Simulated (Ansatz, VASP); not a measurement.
# Two plane-wave programs on PbSe

```xyz
2
Lattice="0.0000 3.1459 3.1459 3.1459 0.0000 3.1459 3.1459 3.1459 0.0000" Properties=species:S:1:pos:R:3 pbc="T T T"
Pb    0.0000    0.0000    0.0000
Se    3.1459    3.1459    3.1459
```

Alike in both runs: task single point; functional HSE06; k mesh 4 × 4 × 4; occupations fermi-dirac, width 0.05 eV; no spin polarisation.

|  | VASP | Ansatz |
| --- | --- | --- |
| version | VASP 6.6.1 | Ansatz 0.2.0 development build |
| potentials or method | VASP PAW PBE potentials, release 64 (Pb_d, Se) | plane waves, PAW datasets (generated soft set 1) |
| plane-wave cutoff (eV) | 520 | 420 |
| valence electrons in the cell | 20 | 30 |

```csv
,VASP,Ansatz,Ansatz less VASP
gap on the k mesh at the Fermi level (eV),0.99,0.99,-0.005
```

VASP's potentials hold 20 valence electrons a cell and Ansatz's 30, so a difference there can come from the potentials and not from the codes.

The k mesh is coarse, so the values compare programs but aren't converged. Spin-orbit coupling is off throughout.
